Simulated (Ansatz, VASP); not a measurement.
**One calculation of Ni, two programs**

```
Ni
1.0
    -1.44823    1.44823    1.25006
     1.44823   -1.44823    1.25006
     1.44823    1.44823   -1.25006
Ni
1
Direct
  0.00000 0.00000 0.00000
```

Alike in both runs: functional PBEsol; k mesh 22 × 22 × 22; occupations gaussian, width 0.1 eV; collinear spin.

Ansatz relaxed the structure, and its values are those at the end. VASP's run is a single point on that final structure, the one shown.

```csv
,VASP,Ansatz
version,VASP 6.6.1,Ansatz 0.2.0
potentials or method,"VASP PAW PBE potentials, release 64 (Ni), cutoff 520 eV","scalar-relativistic, plane waves, PAW"
valence electrons in the cell,10,18
```

Ansatz gave:

```
gap on the k mesh at the Fermi level (eV)                     : none
pressure (GPa)                                                : 0.0
net moment per atom (μB)                                      : 0.58
size of the moment on the site where the two differ most (μB) : 0.61
```

What did VASP give for the same quantities?

gap on the k mesh at the Fermi level (eV): none; pressure (GPa): -0.1; net moment per atom (μB): 0.57; size of the moment on the site where the two differ most (μB): 0.58.

VASP's potentials were made for PBE, not for PBEsol. Site moments also hang on the region over which each program counts them. A gap of «none» marks a metal or a gap that the smearing closes. VASP's potentials hold 10 valence electrons a cell and Ansatz's 18, so a difference there can come from the potentials and not from the codes.
